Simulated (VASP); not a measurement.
Input of a VASP 6.6.1 run:

Contents of POSCAR:

```
Y
1.0
    3.6659543401      0.0000000000      0.0000000000
   -1.8329771700      3.1748095876      0.0000000000
    0.0000000000      0.0000000000      5.7597515878
Y
2
Direct
    0.3333333333      0.6666666667      0.2500000000
    0.6666666667      0.3333333333      0.7500000000
```

File INCAR.step1:

```
SYSTEM = Y
PREC     = Accurate       ! precision mode
ENCUT    = 520            ! plane-wave cutoff, eV
ISMEAR   = -1             ! smearing method
SIGMA    = 0.05           ! smearing width, eV
LREAL    = .FALSE.        ! projectors in reciprocal space
LASPH    = .TRUE.         ! aspherical terms in the spheres
NELM     = 60             ! most SCF steps
NBANDS   = 18             ! bands
GGA      = PE             ! functional
ALGO     = Normal         ! electronic algorithm
EDIFF    = 1E-4           ! SCF threshold, eV
LWAVE    = .TRUE.         ! write WAVECAR
LCHARG   = .FALSE.        ! write CHGCAR
```

File INCAR.step2:

```
SYSTEM = Y
PREC     = Accurate       ! precision mode
ENCUT    = 520            ! plane-wave cutoff, eV
EDIFF    = 1E-6           ! SCF threshold, eV
ISMEAR   = -1             ! smearing method
SIGMA    = 0.05           ! smearing width, eV
LREAL    = .FALSE.        ! projectors in reciprocal space
LASPH    = .TRUE.         ! aspherical terms in the spheres
NELM     = 60             ! most SCF steps
ALGO     = Normal         ! electronic algorithm
ISIF     = 2              ! what is computed and relaxed
LWAVE    = .FALSE.        ! write WAVECAR
LCHARG   = .FALSE.        ! write CHGCAR
METAGGA  = R2SCAN         ! meta-GGA
LMIXTAU  = .TRUE.       
NBANDS   = 18             ! bands
ISTART   = 1
```

The input KPOINTS:

```
regular mesh
0
G
  15 15 8
  0 0 0
```

Potentials or basis: VASP PAW PBE potentials, release 64 (Y_sv).

The run is started by

```sh
$ cat potpaw_PBE.64/Y_sv/POTCAR > POTCAR
$ cp INCAR.step1 INCAR
$ mpirun -np 1 vasp_std > vasp.out
$ cp INCAR.step2 INCAR
$ mpirun -np 1 vasp_std > vasp.out
```

Problem. Estimate the pressure.

Solution. 0.0 GPa.

Problem. Predict the band gap on the k mesh.

Solution. Zero (bands 11 and 12 overlap by 1.59 eV).

Stress tensor (GPa, compression positive):
```
 0.29  0.00  0.00
 0.00  0.29  0.00
 0.00  0.00 -0.60
```

Caveat: the PAW data sets were made with another functional, which shifts forces and pressure a little.
